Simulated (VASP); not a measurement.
**Ca: relaxation of cell and atoms with PBEsol**

Ca:

```
Ca
1.0
     0.00000    2.79420    2.79420
     2.79420    0.00000    2.79420
     2.79420    2.79420    0.00000
Ca
1
Cartesian
  0.0000 0.0000 0.0000
```

| Property | Result |
| --- | --- |
| Program | VASP 6.6.1 |
| Task | relaxation of cell and atoms |
| Functional | PBEsol |
| Potentials or basis | VASP PAW PBE potentials, release 64 (Ca_sv) |
| Cutoff | 600 eV |
| k mesh | 18 × 18 × 18 |
| Occupations | fermi-dirac, width 0.08 eV |
| Spin | no spin polarisation |
| Dipole correction | no |
| Further INCAR settings | ALGO = Normal; EDIFF = 1e-06; IBRION = 2; EDIFFG = -0.002; NSW = 100; ISIF = 3 |

- Relaxed volume: 40.69 Å³/atom
- Relaxed cell: a = 3.861 Å, b = 3.861 Å, c = 3.861 Å, α = 60.00°, β = 60.00°, γ = 60.00°
- Space group after relaxing (to 0.1 Å): Fm-3m (No. 225)
- Energy gained by relaxing: 11.0 meV/atom
- Ionic steps: 4
- Pressure after relaxing: 0.0 GPa
- Band gap on the k mesh: zero (bands 5 and 6 overlap by 0.28 eV)

Step by step:
| step | energy change (eV) | largest force (eV/Å) | pressure (GPa) | volume (Å³) |
| --- | --- | --- | --- | --- |
| 1 | 0.0000 | 0.0000 | -1.15 | 43.63 |
| 2 | -0.0096 | 0.0000 | -0.43 | 41.69 |
| 3 | -0.0110 | 0.0000 | 0.02 | 40.63 |
| 4 | -0.0110 | 0.0000 | -0.01 | 40.69 |

Final structure:
```
Ca
1.0
     0.00000    2.72992    2.72992
     2.72992    0.00000    2.72992
     2.72992    2.72992    0.00000
Ca
1
Direct
  0.00000 0.00000 0.00000
```

Levels at points of the mesh, in eV from the Fermi level:
```csv
k point,band 2,band 3,band 4,band 5,band 6,band 7,band 8,band 9
"(0.00, 0.00, 0.00)",-22.74,-22.74,-22.74,-4.10,2.38,2.38,2.38,3.50
"(0.50, 0.00, 0.00)",-22.90,-22.76,-22.76,-1.02,-0.13,2.26,2.26,4.23
"(0.50, 0.50, 0.00)",-22.89,-22.80,-22.80,-0.50,0.55,1.03,4.22,4.42
```

It took 3.7 min on 1 thread of Intel(R) Xeon(R) Platinum 8259CL CPU @ 2.50GHz (Skylake/Cascade Lake), with other jobs on the host, peak memory 0.27 GiB.

Caveat: the PAW data sets were made with another functional, which shifts forces and pressure a little.
